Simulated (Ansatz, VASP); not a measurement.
## Two plane-wave programs on Tl3Ge

Contents of INCAR:

```
SYSTEM = Tl3Ge
PREC = Accurate
ENCUT = 520
EDIFF = 1E-6
ISMEAR = -1
SIGMA = 0.1
LREAL = .False.
LASPH = .True.
NELM = 60
ALGO = Normal
ISIF = 2
LWAVE = .False.
LCHARG = .False.
GGA = CA
NBANDS = 34
```

Contents of KPOINTS:

```
Automatic mesh
0
Gamma
  5 5 5
  0 0 0
```

Contents of POSCAR:

```
Tl3Ge
1.0
    4.8185230000      0.0000000000      0.0000000000
    0.0000000000      4.8185230000      0.0000000000
    0.0000000000      0.0000000000      4.8185230000
Tl Ge
3 1
Direct
    0.0415064948      0.5000000000      0.5000000000
    0.5000000000      0.0000000000      0.5000000000
    0.5000000000      0.5000000000      0.0000000000
    0.0000000000      0.0000000000      0.0000000000
```

Input for Ansatz:

```yaml
crystal:
  lattice:
    - [4.818523, 0.0, 0.0]
    - [0.0, 4.818523, 0.0]
    - [0.0, 0.0, 4.818523]
  atoms:
    - { symbol: Tl, position: [0.04150649483254516, 0.5, 0.5] }
    - { symbol: Tl, position: [0.5, 0.0, 0.5] }
    - { symbol: Tl, position: [0.5, 0.5, 0.0] }
    - { symbol: Ge, position: [0.0, 0.0, 0.0] }
kpoints:
  mp_grid:
    grid: [5, 5, 5]
hamiltonian:
  xc: lda
scf:
  occupations:
    method: fermi_dirac
    width: 0.1
output:
  forces: true
```

Alike in both runs: task single point; functional LDA; k mesh 5 × 5 × 5; occupations fermi-dirac, width 0.1 eV; no spin polarisation.

|  | VASP | Ansatz |
| --- | --- | --- |
| version | VASP 6.6.1 | Ansatz 0.2.0 |
| potentials or method | VASP PAW LDA potentials, release 64 (Tl_d, Ge_d) | plane waves, PAW |
| plane-wave cutoff (eV) | 520 | 420 |
| valence electrons in the cell | 53 | 53 |

Ansatz gave:

```
rms of the force components (eV/Å) : 0.147
```

Question: What did VASP give for the same quantities?

Answer: rms of the force components (eV/Å): 0.150.

LDA's correlation is that of Perdew and Zunger in VASP and of Perdew and Wang (1992) in Ansatz. Atom by atom the forces differ by 0.002 eV/Å (rms over components).

Spin-orbit coupling is off throughout.
